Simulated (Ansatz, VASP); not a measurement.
## Two plane-wave programs on LaPd3S4

```
La Pd S
1.0
     6.76503    0.00000    0.00000
     0.00000    6.76503    0.00000
     0.00000    0.00000    6.76503
La Pd S
2 6 8
Direct
  0.50000 0.50000 0.50000
  0.00000 0.00000 0.00000
  0.75000 0.00000 0.50000
  0.50000 0.75000 0.00000
  0.00000 0.50000 0.75000
  0.00000 0.50000 0.25000
  0.25000 0.00000 0.50000
  0.50000 0.25000 0.00000
  0.75000 0.25000 0.25000
  0.25000 0.25000 0.75000
  0.25000 0.75000 0.25000
  0.75000 0.75000 0.75000
  0.25000 0.75000 0.75000
  0.75000 0.75000 0.25000
  0.25000 0.25000 0.25000
  0.75000 0.25000 0.75000
```

Alike in both runs: task single point; functional LDA; k mesh 4 × 4 × 4; occupations gaussian, width 0.1 eV; no spin polarisation.

|  | VASP | Ansatz |
| --- | --- | --- |
| version | VASP 6.6.1 | Ansatz 0.2.0 |
| potentials or method | VASP PAW LDA potentials, release 64 (La, Pd, S), cutoff 520 eV | scalar-relativistic, plane waves, PAW |
| valence electrons in the cell | 130 | 178 |

```tsv
	VASP	Ansatz	Ansatz less VASP
gap on the k mesh at the Fermi level (eV)	none	none	-
pressure (GPa)	-6.6	-6.7	-0.06
```

LDA's correlation is that of Perdew and Zunger in VASP and of Perdew and Wang (1992) in Ansatz. A gap of «none» marks a metal or a gap that the smearing closes. VASP's potentials hold 130 valence electrons a cell and Ansatz's 178, so a difference there can come from the potentials and not from the codes.

Spin-orbit coupling is off throughout.
